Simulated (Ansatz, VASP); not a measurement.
## Si2P: VASP beside Ansatz

```xyz
6
Lattice="4.5031 0.0000 0.0000 -2.2515 3.8998 0.0000 0.0000 0.0000 5.0043" Properties=species:S:1:pos:R:3 pbc="T T T"
Si    0.0000    0.0000    0.0000
Si    0.0000    0.0000    2.5021
Si    0.0000    2.5998    3.7532
Si    2.2515    1.2999    1.2511
P     0.0000    2.5998    1.2511
P     2.2515    1.2999    3.7532
```

Change from the starting cell: species swapped into the Sc2Al type (P6_3/mmc, No. 194).

Alike in both runs: functional PBE; k mesh 12 × 12 × 8; occupations gaussian, width 0.1 eV; no spin polarisation.

Ansatz relaxed the structure, and its values are those at the end. VASP's run is a single point on that final structure, the one shown.

```csv
,VASP,Ansatz
version,VASP 6.6.1,Ansatz 0.2.0
potentials or method,"VASP PAW PBE potentials, release 64 (Si, P), cutoff 520 eV","scalar-relativistic, plane waves, PAW"
valence electrons in the cell,26,26
```

Ansatz gave:

* gap on the k mesh at the Fermi level (eV): none
* pressure (GPa): 0.0

**Question.** What did VASP give for the same quantities?

**Answer.** gap on the k mesh at the Fermi level (eV): none; pressure (GPa): -0.1.

A gap of «none» marks a metal or a gap that the smearing closes.
